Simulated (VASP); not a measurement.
Input of a VASP 6.6.1 run:

Contents of INCAR:

```
SYSTEM = Ta
  ALGO = Fast
  EDIFF = 1E-7
  ENCUT = 520
  GGA = PE
  ISIF = 2
  ISMEAR = 0
  LASPH = .TRUE.
  LCHARG = .FALSE.
  LREAL = .FALSE.
  LWAVE = .FALSE.
  NBANDS = 18
  NELM = 60
  PREC = Accurate
  SIGMA = 0.15
```

Contents of KPOINTS:

```
k-points
0
G
  21 21 10
  0 0 0
```

File POSCAR:

```
Ta
1.0
    2.8096754255      0.0000000000      0.0000000000
   -1.4048377127      2.4332502948      0.0000000000
    0.0000000000      0.0000000000      5.5051931301
Ta
2
Direct
    0.6666666667      0.3333333333      0.7500000000
    0.3333333333      0.6666666667      0.2500000000
```

Potentials or basis: VASP PAW PBE potentials, release 64 (Ta_pv).

The run is started by

```bash
$ cat potpaw_PBE.64/Ta_pv/POTCAR > POTCAR
$ mpirun -np 1 vasp_std > vasp.out
```

(1) Predict the pressure.

(2) What does it give for the band gap on the k mesh?

Answers

(1) 2.0 GPa.

(2) zero (band 11 reaches 7.20 eV, above the bottom of band 12 at 4.70 eV).

Caveat: spin-orbit coupling is left out, which moves the levels of the heavy elements.
